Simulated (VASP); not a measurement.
BaHfO3: single point with r2SCAN

The system is BaHfO3.

```xyz
40
Lattice="8.3152 0.0000 0.0000 0.0000 8.3152 0.0000 0.0000 0.0000 8.3152" Properties=species:S:1:pos:R:3 pbc="T T T"
Ba    0.0000    0.0000    0.0000
Ba    0.0000    0.0000    4.1576
Ba    0.0000    4.1576    0.0000
Ba    0.0000    4.1576    4.1576
Ba    4.1576    0.0000    0.0000
Ba    4.1576    0.0000    4.1576
Ba    4.1576    4.1576    0.0000
Ba    4.1576    4.1576    4.1576
Hf    2.0788    2.0788    2.0788
Hf    2.0788    2.0788    6.2364
Hf    2.0788    6.2364    2.0788
Hf    2.0788    6.2364    6.2364
Hf    6.2364    2.0788    2.0788
Hf    6.2364    2.0788    6.2364
Hf    6.2364    6.2364    2.0788
Hf    6.2364    6.2364    6.2364
O     2.0788    2.0788    0.0000
O     2.0788    2.0788    4.1576
O     2.0788    6.2364    0.0000
O     2.0788    6.2364    4.1576
O     6.2364    2.0788    0.0000
O     6.2364    2.0788    4.1576
O     6.2364    6.2364    0.0000
O     6.2364    6.2364    4.1576
O     0.0000    2.0788    2.0788
O     0.0000    2.0788    6.2364
O     0.0000    6.2364    2.0788
O     0.0000    6.2364    6.2364
O     4.1576    2.0788    2.0788
O     4.1576    2.0788    6.2364
O     4.1576    6.2364    2.0788
O     4.1576    6.2364    6.2364
O     2.0788    0.0000    2.0788
O     2.0788    0.0000    6.2364
O     2.0788    4.1576    2.0788
O     2.0788    4.1576    6.2364
O     6.2364    0.0000    2.0788
O     6.2364    0.0000    6.2364
O     6.2364    4.1576    2.0788
O     6.2364    4.1576    6.2364
```

```yaml
Program: VASP 6.6.1
Task: single point
Functional: r2SCAN
Potentials_or_basis: VASP PAW PBE potentials, release 64 (Ba_sv, Hf_pv, O)
Cutoff: 520 eV
k_mesh: 1 × 1 × 1
Occupations: fermi-dirac, width 0.05 eV
Spin: no spin polarisation
Dipole_correction: no
Further_INCAR_settings: LREAL = Auto; ALGO = Normal; EDIFF = 1e-06; NBANDS = 178
```

```
Pressure               : 3.8 GPa
Band gap on the k mesh : 3.95 eV
```

Levels at points of the mesh, in eV from the valence-band top:
```
           k point  band 150  band 151  band 152  band 153  band 154  band 155
(0.00, 0.00, 0.00)      0.00      0.00      0.00      3.95      3.95      3.95
```

It took 8.7 min on 1 thread of Intel(R) Xeon(R) Platinum 8488C (Sapphire Rapids) (shared host), peak memory 0.71 GiB.

Caveat: the k points lie up to 0.76 Å⁻¹ apart; the PAW data sets were made with another functional, which shifts forces and pressure a little; spin-orbit coupling is left out, which moves the levels of the heavy elements. A k mesh can miss the band edges.
